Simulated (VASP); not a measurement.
# Sb (Im-3m) in VASP: further runs, part 2 of 2

VASP 6.6.1. The steps go on from the part before.

### Step 3. Density of states, LDA (volume scaled by 0.76)

Input file POSCAR:

```
Sb
1.0
   -1.6914363578      1.6914363578      1.6914363578
    1.6914363578     -1.6914363578      1.6914363578
    1.6914363578      1.6914363578     -1.6914363578
Sb
1
Direct
    0.0000000000      0.0000000000      0.0000000000
```

Input file INCAR.step1:

```
PREC = Accurate
ENCUT = 520
EDIFF = 1E-6
ISMEAR = -1
SIGMA = 0.08
LREAL = F
LASPH = T
NELM = 80
ALGO = Normal
ISIF = 2
LWAVE = F
LCHARG = T
NBANDS = 8
```

Input file KPOINTS.step1:

```
regular mesh
0
Gamma
  14 14 14
```

Input file INCAR.step2:

```
PREC = Accurate
ENCUT = 520
EDIFF = 1E-6
ISMEAR = -5
SIGMA = 0.08
LREAL = F
LASPH = T
NELM = 80
ALGO = Normal
ISIF = 2
LWAVE = F
LCHARG = F
LORBIT = 10
NBANDS = 8
NEDOS = 1001
ICHARG = 11
```

Input file KPOINTS.step2:

```
regular mesh
0
Gamma
  21 21 21
```

Potentials or basis: VASP PAW LDA potentials, release 64 (Sb).

The run is started by

```console
$ cat potpaw_LDA.64/Sb/POTCAR > POTCAR
$ cp INCAR.step1 INCAR
$ cp KPOINTS.step1 KPOINTS
$ mpirun -np 1 vasp_std > vasp.out
$ cp INCAR.step2 INCAR
$ cp KPOINTS.step2 KPOINTS
$ mpirun -np 1 vasp_std > vasp.out
```

OUTCAR:

```text
PREC = Accurate
   ENCUT = 520
   EDIFF = 1E-6
   ISMEAR = -5
   LREAL = F
   LASPH = T
   NELM = 80
   ISIF = 2
   LORBIT = 10
   ICHARG = 11

 ion  position               nearest neighbor table
   1  0.000  0.000  0.000-

  LATTYP: Found a body centered cubic cell.
 ALAT       =     3.3828727156

  Lattice vectors:

 A1 = (  -1.6914363578,   1.6914363578,   1.6914363578)
 A2 = (   1.6914363578,  -1.6914363578,   1.6914363578)
 A3 = (   1.6914363578,   1.6914363578,  -1.6914363578)

Analysis of symmetry for initial positions (statically):
=====================================================================
 Subroutine PRICEL returns:
 Original cell was already a primitive cell.

 Routine SETGRP: Setting up the symmetry group for a
 body centered cubic supercell.

 Subroutine GETGRP returns: Found 48 space group operations
 (whereof 48 operations were pure point group operations)
 out of a pool of 48 trial point group operations.

The static configuration has the point symmetry O_h .

Analysis of symmetry for dynamics (positions and initial velocities):
=====================================================================
 Subroutine PRICEL returns:
 Original cell was already a primitive cell.

 Routine SETGRP: Setting up the symmetry group for a
 body centered cubic supercell.

 Subroutine GETGRP returns: Found 48 space group operations
 (whereof 48 operations were pure point group operations)
 out of a pool of 48 trial point group operations.

The dynamic configuration has the point symmetry O_h .

 Subroutine INISYM returns: Found 48 space group operations
 (whereof 48 operations are pure point group operations),
 and found     1 'primitive' translations

----------------------------------------------------------------------------------------

                                     Primitive cell

  volume of cell :      19.3565

  direct lattice vectors                    reciprocal lattice vectors
    -1.691436358  1.691436358  1.691436358     0.000000000  0.295606747  0.295606747
     1.691436358 -1.691436358  1.691436358     0.295606747  0.000000000  0.295606747
     1.691436358  1.691436358 -1.691436358     0.295606747  0.295606747  0.000000000

  length of vectors
     2.929653709  2.929653709  2.929653709     0.418051071  0.418051071  0.418051071

  position of ions in fractional coordinates (direct lattice)
     0.000000000  0.000000000  0.000000000

  ion indices of the primitive-cell ions
   primitive index   ion index
                 1           1

----------------------------------------------------------------------------------------

 KPOINTS: regular mesh

Automatic generation of k-mesh.
 Grid dimensions read from file:
 generate k-points for:   21   21   21

 Generating k-lattice:

  Cartesian coordinates                     Fractional coordinates (reciprocal lattice)
     0.000000000  0.014076512  0.014076512     0.047619048  0.000000000  0.000000000
     0.014076512  0.000000000  0.014076512     0.000000000  0.047619048  0.000000000
     0.014076512  0.014076512  0.000000000     0.000000000  0.000000000  0.047619048

  Length of vectors
     0.019907194  0.019907194  0.019907194

  Shift w.r.t. Gamma in fractional coordinates (k-lattice)
     0.000000000  0.000000000  0.000000000

 TETIRR: Found  10986 inequivalent tetrahedra from    55566

 Subroutine IBZKPT returns following result:
 ===========================================

 Found    286 irreducible k-points:

 Following reciprocal coordinates:
            Coordinates               Weight
  0.000000  0.000000  0.000000      1.000000
  0.047619  0.000000  0.000000     12.000000
  0.095238  0.000000  0.000000     12.000000
  0.142857  0.000000  0.000000     12.000000
  0.190476  0.000000  0.000000     12.000000
  0.238095  0.000000  0.000000     12.000000
[... 16 lines left out ...]
  0.142857  0.095238  0.000000     48.000000
  0.190476  0.095238  0.000000     48.000000
 [... further k-points ...]
   k-points           NKPTS =    286   k-points in BZ     NKDIM =    286   number of bands    NBANDS=      8
   number of dos      NEDOS =   1001   number of ions     NIONS =      1
   total plane-waves  NPLWV =  13824
   dimension x,y,z NGX =    24 NGY =   24 NGZ =   24
   dimension x,y,z NGXF=    48 NGYF=   48 NGZF=   48
   ions per type =               1
   NGX,Y,Z   is equivalent  to a cutoff of  13.62, 13.62, 13.62 a.u.
   NGXF,Y,Z  is equivalent  to a cutoff of  27.24, 27.24, 27.24 a.u.
 SYSTEM =  unknown system
   PREC   = accura    normal or accurate (medium, high low for compatibility)
   ISTART =      0    job   : 0-new  1-cont  2-samecut
   ICHARG =     11    charge: 1-file 2-atom 10-const
   ISPIN  =      1    spin polarized calculation?
   LNONCOLLINEAR =      F non collinear calculations
   LSORBIT =      F    spin-orbit coupling
   LASPH  =      T    aspherical Exc in radial PAW
   ENCUT  =  520.0 eV  38.22 Ry    6.18 a.u.   5.45  5.45  5.45*2*pi/ulx,y,z
   NELM   =     80;   NELMIN=  2; NELMDL=  0     # of ELM steps
   EDIFF  = 0.1E-05   stopping-criterion for ELM
   LREAL  =      F    real-space projection
[... 7 lines left out ...]
   TEBEG  =    0.0;   TEEND  =   0.0 temperature during run
   PSTRESS=    0.0 pullay stress
   NELECT =       5.0000    total number of electrons
   NUPDOWN=      -1.0000    fix difference up-down
   EMIN   =  10.00;   EMAX   =-10.00  energy-range for DOS
   EFERMI =   0.00;   METHOD = LEGACY
   ISMEAR =    -5;   SIGMA  =   0.08  broadening in eV -4-tet -1-fermi 0-gaus
   EFERMI_NEDOS =   21; number of points for ismear=-14 and -15
   IALGO  =     38    algorithm
   IMIX   =      4    mixing-type and parameters
     AMIX     =   0.40;   BMIX     =  1.00
     AMIX_MAG =   1.60;   BMIX_MAG =  1.00
  volume/ion in A,a.u.               =      19.36       130.62
  Fermi-wavevector in a.u.,A,eV,Ry     =   1.042611  1.970250 14.790060  1.087039
  Thomas-Fermi vector in A             =   2.177284
   LORBIT       =     10    0 simple, 1 ext, 2 COOP (PROOUT), +10 PAW based schemes
   GGA     = CA    functional components
   LHFCALC =     F    Hartree Fock is set to
   AEXX    =    0.0000 exact exchange contribution
   IVDW    =     0    specifies the selected vdW correction
   LEPSILON=     F    determine dielectric tensor
   LRPA    =     F    only Hartree local field effects (RPA)
 non-spin polarized calculation
 Fermi weights with tetrahedron method with Bloechl corrections
  energy-cutoff  :      520.00
  volume of cell :       19.36
 maximum number of plane-waves:       539
 NGX is ok and might be reduce to    24

 number of electron       5.0000000 magnetization

 Free energy of the ion-electron system (eV)
  ---------------------------------------------------
  ext. energy  EPLUGINS =         0.00000000
  ---------------------------------------------------
  free energy    TOTEN  =        -4.06204955 eV

  energy without entropy =       -4.06204955  energy(sigma->0) =       -4.06204955

 E-fermi :  13.5098     XC(G=0): -11.8470

 val. band max:       13.6113350865   @ k =  -0.2381   0.2857   0.1905
 cond. band min:      13.3223384073   @ k =   0.2381   0.1429   0.1429
 fundamental gap:     -0.2889966792
 Fermi energy:        13.5098115271

 k-point     1 :       0.0000    0.0000    0.0000
  band No.  band energies     occupation
      1      -2.5351      2.00000
      2      21.9043      0.00000
      3      21.9043      0.00000
      4      21.9043      0.00000
      5      24.9336      0.00000
      6      24.9336      0.00000
      7      24.9336      0.00000
      8      25.3761      0.00000

 k-point     2 :       0.0476    0.0000    0.0000
  band No.  band energies     occupation
      1      -2.4715      2.00000
      2      21.2471      0.00000
      3      21.5445      0.00000
      4      21.7901      0.00000
      5      24.3002      0.00000
      6      24.3260      0.00000
      7      25.1669      0.00000
      8      25.3063      0.00000
[... 221 lines left out ...]
 k-point    23 :       0.1429    0.0952    0.0000
  band No.  band energies     occupation
      1      -1.3244      2.00000
      2      15.7781     -0.01065
      3      17.5247      0.00000
      4      19.5147      0.00000
      5      23.0026      0.00000
      6      23.6583      0.00000
      7      25.0758      0.00000
      8      26.9664      0.00000

 k-point    24 :       0.1905    0.0952    0.0000
  band No.  band energies     occupation
      1      -0.7502      2.00000
      2      13.9527      0.38373
      3      16.6702      0.00000
      4      18.8980      0.00000
      5      22.5830      0.00000
      6      23.7663      0.00000
      7      25.0329      0.00000
      8      27.8182      0.00000

 [... further k-points ...]
[... 5 lines left out ...]
  --------------------------------------------------------------------------------------
  -------------------------------------------------------------------------------------
  Total        4.6018255      4.6018255      4.6018255     -0.0000000     -0.0000000      0.0000000
  in kB      380.9024368    380.9024368    380.9024368     -0.0000000     -0.0000000      0.0000000
  external PRESSURE =     380.9024368 kB  Pullay stress =       0.0000000 kB

 VOLUME and BASIS-vectors are now :
 -----------------------------------------------------------------------------
  energy-cutoff  :      520.00
  volume of cell :       19.36
      direct lattice vectors                 reciprocal lattice vectors
    -1.691436358  1.691436358  1.691436358     0.000000000  0.295606747  0.295606747
     1.691436358 -1.691436358  1.691436358     0.295606747  0.000000000  0.295606747
     1.691436358  1.691436358 -1.691436358     0.295606747  0.295606747  0.000000000

 POSITION                                       TOTAL-FORCE (eV/Angst)
 -----------------------------------------------------------------------------------
      0.00000      0.00000      0.00000         0.000000      0.000000     -0.000000
 -----------------------------------------------------------------------------------
    total drift:                                0.000000      0.000000     -0.000000

  FREE ENERGIE OF THE ION-ELECTRON SYSTEM (eV)
  ---------------------------------------------------
  free  energy   TOTEN  =        -4.0620495542 eV

  energy  without entropy=       -4.0620495542  energy(sigma->0) =       -4.06204955

 total charge

# of ion       s       p       d       tot
------------------------------------------
    1        1.241   1.242   0.098   2.582
```

OSZICAR.step1:

```text
N       E                     dE             d eps       ncg     rms          rms(c)
DAV:   1     0.575812102473E+01    0.57581E+01   -0.17748E+03  1728   0.422E+02
DAV:   2    -0.398724661628E+01   -0.97454E+01   -0.91912E+01  2216   0.576E+01
DAV:   3    -0.408771438675E+01   -0.10047E+00   -0.10026E+00  2024   0.664E+00
DAV:   4    -0.408797548504E+01   -0.26110E-03   -0.26110E-03  2432   0.406E-01
DAV:   5    -0.408797605128E+01   -0.56624E-06   -0.56588E-06  2160   0.121E-02    0.343E+00
DAV:   6    -0.407578693667E+01    0.12189E-01   -0.34103E-04  2232   0.139E-01    0.206E+00
DAV:   7    -0.406872092156E+01    0.70660E-02   -0.73378E-04  2192   0.200E-01    0.447E-02
DAV:   8    -0.406870582689E+01    0.15095E-04   -0.39076E-05  1912   0.363E-02    0.532E-03
DAV:   9    -0.406870558487E+01    0.24202E-06   -0.94698E-07  2584   0.611E-03
   1 F= -.40687056E+01 E0= -.40634626E+01  d E =-.104859E-01
```

Run time: 19 s. Hardware: 1 thread of Intel Xeon Platinum 8559C (Emerald Rapids), shared host; peak memory 0.17 GiB.

Results:

```yaml
Valence_electrons_inside_the_program's_atomic_spheres: Sb 2.58
```

Caveat: the cell differs from its parent crystal (volume scaled by 0.76); spin-orbit coupling is left out, which moves the levels of the heavy elements; tetrahedron occupations give inexact forces and stress in metals.

### Step 4. Density of states, LDA

This run uses another cell than the first one, of 25.47 Å³/atom, 2.222 times its volume.

Input file POSCAR:

```
Sb
1.0
   -1.8534653190      1.8534653190      1.8534653190
    1.8534653190     -1.8534653190      1.8534653190
    1.8534653190      1.8534653190     -1.8534653190
Sb
1
Direct
    0.0000000000      0.0000000000      0.0000000000
```

Input file INCAR.step1:

```
PREC = Accurate ; ENCUT = 520
EDIFF = 1E-6 ; ISMEAR = -1
SIGMA = 0.08 ; LREAL = False
LASPH = True ; NELM = 100
ALGO = Normal ; ISIF = 2
LWAVE = False ; LCHARG = True
GGA = CA ; NBANDS = 8
```

Input file KPOINTS.step1:

```
Automatic mesh
0
Gamma
  14 14 14
```

Input file INCAR.step2:

```
PREC = Accurate ; ENCUT = 520
EDIFF = 1E-6 ; ISMEAR = -5
SIGMA = 0.08 ; LREAL = False
LASPH = True ; NELM = 100
ALGO = Normal ; ISIF = 2
LWAVE = False ; LCHARG = False
GGA = CA ; LORBIT = 10
NEDOS = 2001 ; ICHARG = 11
```

Input file KPOINTS.step2:

```
Automatic mesh
0
Gamma
  21 21 21
```

The run is started by

```console
$ cat potpaw_LDA.64/Sb/POTCAR > POTCAR
$ cp INCAR.step1 INCAR
$ cp KPOINTS.step1 KPOINTS
$ mpirun -np 1 vasp_std > vasp.out
$ cp INCAR.step2 INCAR
$ cp KPOINTS.step2 KPOINTS
$ mpirun -np 1 vasp_std > vasp.out
```

Wall time 16 s (1 thread of Intel Xeon Platinum 8559C (Emerald Rapids), shared host); peak memory 0.17 GiB.

Results (log left out):

| Property | Result |
| --- | --- |
| Valence electrons inside the program's atomic spheres | Sb 2.39 |

Levels at points of the mesh, in eV from the Fermi level:
| k point | band 1 | band 2 | band 3 | band 4 | band 5 | band 6 |
| --- | --- | --- | --- | --- | --- | --- |
| (0.00, 0.00, 0.00) | -13.30 | 5.83 | 5.83 | 5.83 | 10.50 | 10.50 |

Caveat: spin-orbit coupling is left out, which moves the levels of the heavy elements; tetrahedron occupations give inexact forces and stress in metals.

### Step 5. Density of states, LDA

This run uses another cell than the first one, of 25.47 Å³/atom, 2.222 times its volume.

POSCAR is that of step 4.

Input file INCAR.step1:

```
SYSTEM = Sb
PREC = Accurate
ENCUT = 520
EDIFF = 1E-6
ISMEAR = -1
SIGMA = 0.08
LREAL = .FALSE.
LASPH = .TRUE.
NELM = 60
ALGO = Normal
ISIF = 2
LWAVE = .FALSE.
LCHARG = .TRUE.
GGA = CA
NBANDS = 8
```

Input file KPOINTS.step1:

```
regular mesh
0
G
  14 14 14
  0 0 0
```

Input file INCAR.step2:

```
SYSTEM = Sb
PREC = Accurate
ENCUT = 520
EDIFF = 1E-6
ISMEAR = -5
SIGMA = 0.08
LREAL = .FALSE.
LASPH = .TRUE.
NELM = 60
ALGO = Normal
ISIF = 2
LWAVE = .FALSE.
LCHARG = .FALSE.
GGA = CA
LORBIT = 11
NEDOS = 1001
ICHARG = 11
```

Input file KPOINTS.step2:

```
regular mesh
0
G
  21 21 21
  0 0 0
```

The run is started by

```console
$ cat potpaw_LDA.64/Sb/POTCAR > POTCAR
$ cp INCAR.step1 INCAR
$ cp KPOINTS.step1 KPOINTS
$ mpirun -np 1 vasp_std > vasp.out
$ cp INCAR.step2 INCAR
$ cp KPOINTS.step2 KPOINTS
$ mpirun -np 1 vasp_std > vasp.out
```

It took 19 s on 1 thread of Intel Xeon Platinum 8559C (Emerald Rapids), shared host; peak memory 0.17 GiB.

Results (log left out):

| Property | Result |
| --- | --- |
| Valence electrons inside the program's atomic spheres | Sb 2.39 |

Levels at points of the mesh, in eV from the Fermi level:
| k point | band 1 | band 2 | band 3 | band 4 | band 5 | band 6 |
| --- | --- | --- | --- | --- | --- | --- |
| (0.00, 0.00, 0.00) | -13.30 | 5.83 | 5.83 | 5.83 | 10.50 | 10.50 |

Caveat: spin-orbit coupling is left out, which moves the levels of the heavy elements; tetrahedron occupations give inexact forces and stress in metals.
